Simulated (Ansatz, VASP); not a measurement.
# Two plane-wave programs on W

INCAR

```
SYSTEM = W
PREC = Accurate
ENCUT = 520
EDIFF = 1E-7
ISMEAR = 0
SIGMA = 0.15
LREAL = .False.
LASPH = .True.
NELM = 60
ALGO = Fast
ISIF = 2
LWAVE = .False.
LCHARG = .False.
GGA = PE
NBANDS = 13
```

KPOINTS

```
Automatic mesh
0
Gamma
  20 20 20
  0 0 0
```

Contents of POSCAR:

```
W
1.0
   -1.6611920000      1.6611920000      1.5973000000
    1.6611920000     -1.6611920000      1.5973000000
    1.6611920000      1.6611920000     -1.5973000000
W
1
Direct
    0.0000000000      0.0000000000      0.0000000000
```

Input for Ansatz:

```yaml
crystal:
  lattice:
    - [-1.661192, 1.661192, 1.5973]
    - [1.661192, -1.661192, 1.5973]
    - [1.661192, 1.661192, -1.5973]
  atoms:
    - { symbol: W, position: [0.0, 0.0, 0.0] }
basis:
  ecutwfc: 420
kpoints:
  mp_grid: { grid: [20, 20, 20] }
hamiltonian:
  xc: pbe
scf:
  occupations: { method: gaussian, width: 0.15 }
output:
  forces: true
  stress: true
  eigenvalues: true
```

Change from the starting cell: strain +0.040 along x and y, +0.000 along z, atoms carried along.

Alike in both runs: task single point; functional PBE; k mesh 20 × 20 × 20; occupations gaussian, width 0.15 eV; no spin polarisation.

```csv
,VASP,Ansatz
version,VASP 6.6.1,Ansatz 0.2.0
potentials or method,"VASP PAW PBE potentials, release 64 (W_sv), cutoff 520 eV","scalar-relativistic, plane waves, PAW"
valence electrons in the cell,14,14
```

```tsv
	VASP	Ansatz	Ansatz less VASP
gap on the k mesh at the Fermi level (eV)	none	none	-
pressure (GPa)	-21.9	-22.1	-0.24
traceless stress, the component that is largest in VASP (GPa)	7.00	7.00	+0.004
```

A gap of «none» marks a metal or a gap that the smearing closes.

Spin-orbit coupling is off throughout.
